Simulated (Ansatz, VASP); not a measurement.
**One calculation of PbO2, two programs**

The input POSCAR:

```
PbO2
1.0
    0.0000000000      2.7019920000      2.7019920000
    2.7019920000      0.0000000000      2.7019920000
    2.7019920000      2.7019920000      0.0000000000
Pb O
1 2
Direct
    0.0000000000      0.0000000000      0.0000000000
    0.7500000000      0.7500000000      0.7500000000
    0.2500000000      0.2500000000      0.2500000000
```

File INCAR.step1:

```
SYSTEM = PbO2
ALGO = Normal ; EDIFF = 1E-4
ENCUT = 520 ; GGA = PE
GGA_COMPAT = .False. ; ISMEAR = -1
LASPH = .True. ; LCHARG = .False.
LREAL = .False. ; LSORBIT = .True.
LWAVE = .True. ; MAGMOM = 0 0 0 0 0 0 0 0 0
NBANDS = 39 ; NELM = 150
PREC = Accurate ; SIGMA = 0.05
```

Contents of INCAR.step2:

```
SYSTEM = PbO2
ALGO = Normal ; EDIFF = 1E-7
ENCUT = 520 ; GGA_COMPAT = .False.
ISIF = 2 ; ISMEAR = -1
ISTART = 1 ; LASPH = .True.
LCHARG = .True. ; LMIXTAU = .True.
LORBIT = 11 ; LORBMOM = .True.
LREAL = .False. ; LSORBIT = .True.
LVHAR = .True. ; LWAVE = .False.
MAGMOM = 0 0 0 0 0 0 0 0 0 ; METAGGA = R2SCAN
NBANDS = 39 ; NELM = 150
PREC = Accurate ; SIGMA = 0.05
```

Contents of KPOINTS:

```
k-points
0
Gamma
  7 7 7
  0 0 0
```

Contents of input.yaml:

```yaml
crystal:
  lattice:
    - [0.0, 2.701992, 2.701992]
    - [2.701992, 0.0, 2.701992]
    - [2.701992, 2.701992, 0.0]
  atoms:
    - { symbol: Pb, position: [0.0, 0.0, 0.0] }
    - { symbol: O, position: [0.75, 0.75, 0.75] }
    - { symbol: O, position: [0.25, 0.25, 0.25] }
hamiltonian:
  xc: r2scan
  pseudopotentials: { kind: paw_fr }
magnetization:
  noncollinear: true
  spin_orbit: true
kpoints:
  mp_grid: { grid: [7, 7, 7] }
  band_path:
    path:
      - [[0.0, 0.0, 0.0], [0.5, 0.0, 0.5], [0.5, 0.25, 0.75], [0.375, 0.375, 0.75], [0.0, 0.0, 0.0], [0.5, 0.5, 0.5], [0.625, 0.25, 0.625], [0.5, 0.25, 0.75], [0.5, 0.5, 0.5], [0.375, 0.375, 0.75]]
      - [[0.625, 0.25, 0.625], [0.5, 0.0, 0.5]]
    npoints: 14
scf:
  occupations: { method: fermi_dirac, width: 0.05 }
  n_extra_bands: 7
output:
  forces: true
  stress: true
  eigenvalues: true
  fatbands: true
```

Alike in both runs: functional r2SCAN; k mesh 7 × 7 × 7; occupations fermi-dirac, width 0.05 eV; non-collinear spin, spin-orbit coupling.

|  | VASP | Ansatz |
| --- | --- | --- |
| version | VASP 6.6.1 | Ansatz 0.2.0 |
| potentials or method | VASP PAW PBE potentials, release 64 (Pb_d, O) | Ansatz PAW |
| plane-wave cutoff (eV) | 520 | 500 |
| valence electrons in the cell | 26 | 26 |
| task | single point | band structure |

Ansatz gave:

| Quantity | Value |
| --- | --- |
| pressure (GPa) | -7.4 |
| net moment per atom (μB) | 0.00 |

Task: Estimate VASP's values.

Result: Pressure (GPa): -6.3; net moment per atom (μB): 0.00.

VASP's potentials were made for PBE, not for r2SCAN. The functional is the same, so the differences come from potentials, cutoffs and numerics.
